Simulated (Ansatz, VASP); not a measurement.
## One calculation of ZnS, two programs

```
CELL_PARAMETERS angstrom
0.00000 2.64944 2.64944
2.64944 0.00000 2.64944
2.64944 2.64944 0.00000
ATOMIC_POSITIONS crystal
Zn 0.00000 0.00000 0.00000
S 0.75000 0.75000 0.75000
```

Change from the starting cell: volume scaled by 0.94, crystal datasets.

Alike in both runs: task electric field gradients; functional PBEsol; k mesh 9 × 9 × 9; occupations fermi-dirac, width 0.01 eV; no spin polarisation.

```csv
,VASP,Ansatz
version,VASP 6.6.1,Ansatz 0.2.0
potentials or method,"VASP PAW PBE potentials, release 64 (Zn, S), cutoff 520 eV","all-electron PAW with datasets made for the crystal, scalar-relativistic"
```

|  | VASP | Ansatz | Ansatz less VASP |
| --- | --- | --- | --- |
| gap on the k mesh at the Fermi level (eV) | 2.24 | 2.23 | -0.006 |
| pressure (GPa) | 3.0 | 2.8 | -0.22 |

VASP's potentials were made for PBE, not for PBEsol. Ansatz ran all-electron here, and VASP with PAW potentials.
